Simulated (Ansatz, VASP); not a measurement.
# One calculation of Zn3SnO, two programs

```
Zn Sn O
1.0
     4.26267    0.00000    0.00000
     0.00000    4.26267    0.00000
     0.00000    0.00000    4.26267
Zn Sn O
3 1 1
Direct
  0.00000 0.50000 0.50000
  0.50000 0.00000 0.50000
  0.50000 0.50000 0.00000
  0.00000 0.00000 0.00000
  0.50000 0.50000 0.50000
```

Alike in both runs: functional PBEsol; k mesh 8 × 8 × 8; occupations gaussian, width 0.1 eV; no spin polarisation.

Ansatz relaxed the structure, and its values are those at the end. VASP's run is a single point on that final structure, the one shown.

```csv
,VASP,Ansatz
version,VASP 6.6.1,Ansatz 0.2.0
potentials or method,"VASP PAW PBE potentials, release 64 (Zn, Sn_d, O), cutoff 520 eV","scalar-relativistic, plane waves, PAW"
valence electrons in the cell,56,56
```

|  | VASP | Ansatz | Ansatz less VASP |
| --- | --- | --- | --- |
| gap on the k mesh at the Fermi level (eV) | none | none | - |
| pressure (GPa) | 0.3 | 0.0 | -0.33 |

VASP's potentials were made for PBE, not for PBEsol. A gap of «none» marks a metal or a gap that the smearing closes.
